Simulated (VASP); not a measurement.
Write the native input for VASP 6.6.1 that does the following.

* Task: single point
* Functional: LDA
* Potentials or basis: VASP PAW LDA potentials, release 64 (Zr_sv, B)
* Cutoff: 520 eV
* k mesh: 18 × 18 × 12
* Occupations: gaussian, width 0.15 eV
* Spin: no spin polarisation
* Dipole correction: no
* Further INCAR settings: ALGO = Normal; EDIFF = 1e-06; NBANDS = 16

The structure of ZrB2 lies in POSCAR:

```
ZrB2
1.0
    3.2618331258      0.0000000000      0.0000000000
   -1.6309165629      2.8248303499      0.0000000000
    0.0000000000      0.0000000000      3.2177983786
Zr B
1 2
Direct
    0.0000000000      0.0000000000      0.0000000000
    0.3333333333      0.6666666667      0.5000000000
    0.6666666667      0.3333333333      0.5000000000
```

The input as run:

INCAR

```
SYSTEM = ZrB2
PREC     = Accurate       ! precision mode
ENCUT    = 520            ! plane-wave cutoff, eV
EDIFF    = 1E-6           ! SCF threshold, eV
ISMEAR   = 0              ! smearing method
SIGMA    = 0.15           ! smearing width, eV
LREAL    = .False.        ! projectors in reciprocal space
LASPH    = .True.         ! aspherical terms in the spheres
NELM     = 100            ! most SCF steps
ALGO     = Normal         ! electronic algorithm
ISIF     = 2              ! what is computed and relaxed
LWAVE    = .False.        ! write WAVECAR
LCHARG   = .False.        ! write CHGCAR
NBANDS   = 16             ! bands
```

KPOINTS

```
Automatic mesh
0
Gamma
  18 18 12
  0 0 0
```

Potentials or basis: VASP PAW LDA potentials, release 64 (Zr_sv, B).

Launch:

```bash
$ cat potpaw_LDA.64/Zr_sv/POTCAR potpaw_LDA.64/B/POTCAR > POTCAR
$ mpirun -np 1 vasp_std > vasp.out
```

It gave:

```
Pressure               : 0.3 GPa
Band gap on the k mesh : zero (bands 9 and 10 overlap by 1.26 eV)
```

Caveat: the stress differs along the axes, from -13 to 27 GPa.

Run time: 46 s on 1 thread of AMD EPYC 9R45 96-Core Processor (Zen 5), with other jobs on the host, peak memory 0.19 GiB.
